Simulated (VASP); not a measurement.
B:

```
B
1.0
     2.45400    1.41682    4.18853
    -2.45400    1.41682    4.18853
     0.00000   -2.83364    4.18853
B
12
Direct
  0.01040 0.65729 0.01040
  0.01040 0.01040 0.65729
  0.65729 0.01040 0.01040
  0.98960 0.34271 0.98960
  0.98960 0.98960 0.34271
  0.34271 0.98960 0.98960
  0.22060 0.63230 0.22060
  0.22060 0.22060 0.63230
  0.63230 0.22060 0.22060
  0.77940 0.36770 0.77940
  0.77940 0.77940 0.36770
  0.36770 0.77940 0.77940
```

- Program: VASP 6.6.1
- Task: relaxation of cell and atoms
- Functional: LDA
- Potentials or basis: VASP PAW LDA potentials, release 64 (B)
- Cutoff: 600 eV
- k mesh: 8 × 8 × 8
- Occupations: gaussian, width 0.05 eV
- Spin: no spin polarisation

At the start: pressure -8.3 GPa; volume 7.28 Å³/atom.

Task: Where does the relaxation end?

Result: Over 8 steps the energy falls by 10.3 meV/atom and the volume is 6.99 Å³/atom (-3.9 %); space group R-3m (No. 166, to 0.05 Å).

Step by step:
| step | energy change (eV) | largest force (eV/Å) | pressure (GPa) | volume (Å³) |
| --- | --- | --- | --- | --- |
| 1 | 0.0000 | 0.6550 | -8.29 | 87.38 |
| 2 | -0.0452 | 0.9616 | 4.57 | 82.70 |
| 3 | -0.1121 | 0.2198 | -1.33 | 84.66 |
| 4 | -0.1198 | 0.2189 | 0.94 | 83.68 |
| 5 | -0.1219 | 0.0901 | 0.20 | 83.99 |
| 6 | -0.1228 | 0.0567 | -0.18 | 83.95 |
| 7 | -0.1231 | 0.0310 | -0.05 | 83.96 |
| 8 | -0.1233 | 0.0064 | 0.01 | 83.94 |

Final structure:
```
B
1.0
     2.42152    1.39806    4.13217
    -2.42152    1.39806    4.13217
     0.00000   -2.79613    4.13217
B
12
Direct
  0.01049 0.65427 0.01049
  0.01049 0.01049 0.65427
  0.65427 0.01049 0.01049
  0.98951 0.34573 0.98951
  0.98951 0.98951 0.34573
  0.34573 0.98951 0.98951
  0.22152 0.62995 0.22152
  0.22152 0.22152 0.62995
  0.62995 0.22152 0.22152
  0.77848 0.37005 0.77848
  0.77848 0.77848 0.37005
  0.37005 0.77848 0.77848
```
